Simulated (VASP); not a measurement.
# MgS: single point with LDA

The system is MgS.

```
Mg S
1.0
     0.00000    2.56485    2.56485
     2.56485    0.00000    2.56485
     2.56485    2.56485    0.00000
Mg S
1 1
Direct
  0.00000 0.00000 0.00000
  0.50000 0.50000 0.50000
```

```json
{
 "Program": "VASP 6.6.1",
 "Task": "single point",
 "Functional": "LDA",
 "Potentials or basis": "VASP PAW LDA potentials, release 64 (Mg, S)",
 "Cutoff": "600 eV",
 "k mesh": "8 × 8 × 8",
 "Occupations": "gaussian, width 0.02 eV",
 "Spin": "no spin polarisation",
 "Dipole correction": "no",
 "Further INCAR settings": "ALGO = Normal; EDIFF = 1e-06; NBANDS = 11"
}
```

The pressure is -0.6 GPa and the band gap on the k mesh is 2.65 eV (least direct gap 3.84 eV).

Levels at points of the mesh, in eV from the valence-band top:
```tsv
k point	band 1	band 2	band 3	band 4	band 5	band 6	band 7	band 8	band 9
(0.00, 0.00, 0.00)	-12.89	0.00	0.00	0.00	3.84	7.81	7.81	7.81	10.31
(0.50, 0.00, 0.00)	-11.44	-5.14	-0.64	-0.64	4.44	6.79	6.79	10.30	12.19
(0.50, 0.50, 0.00)	-11.03	-4.48	-1.81	-1.81	2.65	4.12	12.22	12.88	13.53
```

Run time: 13 s on 1 thread of Intel(R) Xeon(R) Platinum 8488C (Sapphire Rapids), on a shared host, peak memory 0.15 GiB.

A k mesh can miss the band edges.
